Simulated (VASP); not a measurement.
Set up this calculation in VASP 6.6.1, as the native input.

| Property | Result |
| --- | --- |
| Task | single point |
| Functional | PBE |
| Potentials or basis | VASP PAW PBE potentials, release 64 (Bi_d) |
| Cutoff | 520 eV |
| k mesh | 8 × 8 × 8 |
| Occupations | gaussian, width 0.6 eV |
| Spin | no spin polarisation |
| Dipole correction | no |
| Further INCAR settings | ALGO = Normal; EDIFF = 1e-06; NBANDS = 22 |

The structure of Bi lies in POSCAR:

```
Bi
1.0
    2.2924582305      1.3235513765      4.0467531177
   -2.2924582305      1.3235513765      4.0467531177
    0.0000000000     -2.6471027530      4.0467531177
Bi
2
Direct
    0.2337113826      0.2337113826      0.2337113826
    0.7662886174      0.7662886174      0.7662886174
```

One way to write it, as run:

INCAR

```
  PREC = Accurate
  ENCUT = 520
  EDIFF = 1E-6
  ISMEAR = 0
  SIGMA = 0.6
  LREAL = False
  LASPH = True
  NELM = 80
  ALGO = Normal
  ISIF = 2
  LWAVE = False
  LCHARG = False
  GGA = PE
  NBANDS = 22
```

KPOINTS

```
Automatic mesh
0
Gamma
  8 8 8
```

Potentials or basis: VASP PAW PBE potentials, release 64 (Bi_d).

The run is started by

```console
$ cat potpaw_PBE.64/Bi_d/POTCAR > POTCAR
$ mpirun -np 1 vasp_std > vasp.out
```

Results of the run:

The pressure is 0.1 GPa and the largest force is 0.076 eV/Å. The band gap on the k mesh is zero (bands 15 and 16 overlap by 0.16 eV).

Caveat: so wide a smearing shifts energies and pressures; spin-orbit coupling is left out, which moves the levels of the heavy elements.

Wall time 66 s on 1 thread of Intel Xeon 8259CL, with other jobs on the host, peak memory 0.25 GiB.
